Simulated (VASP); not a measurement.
C, 8 atoms in the cell. It takes space group P6_3/mmc (No. 194, hexagonal). Conventional cell: a = 2.455 Å, b = 2.455 Å, c = 8.097 Å, α = 90.00°, β = 90.00°, γ = 120.00°. Within 2.0 Å of C (site symmetry 3m) lie 4 C at 1.51 Å. C (site symmetry 3m) has 4 C at 1.51 to 1.53 Å within 2.0 Å. 

```yaml
Program: VASP 6.6.1
Task: single point
Functional: PBE
Potentials_or_basis: VASP PAW PBE potentials, release 64 (C)
Cutoff: 520 eV
k_mesh: 12 × 12 × 4
Occupations: gaussian, width 0.05 eV
Spin: no spin polarisation
Dipole_correction: no
Further_INCAR_settings: ALGO = Normal; EDIFF = 1e-06; NBANDS = 26
```

Potentials or basis: VASP PAW PBE potentials, release 64 (C).

Launch:

```sh
$ cat potpaw_PBE.64/C/POTCAR > POTCAR
$ mpirun -np 1 vasp_std > vasp.out
```

Hardware: 1 thread of Intel(R) Xeon(R) Platinum 8259CL CPU @ 2.50GHz (Skylake/Cascade Lake), with other jobs on the host.

**Question.** How long does it take, and how much memory?

**Answer.** Run time: 40 s on 1 thread of Intel(R) Xeon(R) Platinum 8259CL CPU @ 2.50GHz (Skylake/Cascade Lake), on a shared host, peak memory 0.17 GiB. Counts: scf iterations 12, k points 57.
